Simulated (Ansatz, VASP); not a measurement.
**HfC: VASP beside Ansatz**

```
CELL_PARAMETERS angstrom
0.00000 2.32500 2.32500
2.32500 0.00000 2.32500
2.32500 2.32500 0.00000
ATOMIC_POSITIONS crystal
Hf 0.54301 0.45699 0.45699
C 0.00000 0.00000 0.00000
```

Alike in both runs: task single point; functional PBE; k mesh 11 × 11 × 11; no spin polarisation.

```csv
,VASP,Ansatz
version,VASP 6.6.1,Ansatz 0.2.0
potentials or method,"VASP PAW PBE potentials, release 64 (Hf_pv, C), cutoff 520 eV","plane waves, PAW"
occupations,"gaussian, width 0.1 eV",gaussian
valence electrons in the cell,14,30
```

```csv
,VASP,Ansatz,Ansatz less VASP
rms of the force components (eV/Å),0.994,0.995,+0.0009
```

Atom by atom the forces differ by 0.001 eV/Å (rms over components). VASP's potentials hold 14 valence electrons a cell and Ansatz's 30, so a difference there can come from the potentials and not from the codes.

Spin-orbit coupling is off throughout.
